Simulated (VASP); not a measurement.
PtS2, 3 atoms in the cell. Symmetry: P-3m1, No. 164, trigonal system. Conventional cell: a = 3.548 Å, b = 3.548 Å, c = 5.821 Å, α = 90.00°, β = 90.00°, γ = 120.00°. Within 3.2 Å of Pt (site symmetry -3m) lie 6 S at 2.39 Å. Within 3.3 Å of S (site symmetry 3m) lie 3 Pt at 2.39 Å and 3 S at 3.21 Å. 

- Program: VASP 6.6.1
- Task: single point
- Functional: r2SCAN
- Potentials or basis: VASP PAW PBE potentials, release 64 (Pt, S)
- Cutoff: 550 eV
- k mesh: 8 × 8 × 4
- Occupations: gaussian, width 0.05 eV
- Spin: no spin polarisation
- Dipole correction: no
- Further INCAR settings: ALGO = Normal; EDIFF = 1e-06; NBANDS = 18

Potentials or basis: VASP PAW PBE potentials, release 64 (Pt, S).

Run with:

```bash
$ cat potpaw_PBE.64/Pt/POTCAR potpaw_PBE.64/S/POTCAR > POTCAR
$ cp INCAR.step1 INCAR
$ mpirun -np 1 vasp_std > vasp.out
$ cp INCAR.step2 INCAR
$ mpirun -np 1 vasp_std > vasp.out
```

Hardware: 1 thread of Intel(R) Xeon(R) 6975P-C (Granite Rapids) (shared host).

Estimate the wall time of this run.

It took 63 s on 1 thread of Intel(R) Xeon(R) 6975P-C (Granite Rapids), with other jobs on the host, peak memory 0.21 GiB. Counts: k points 35.
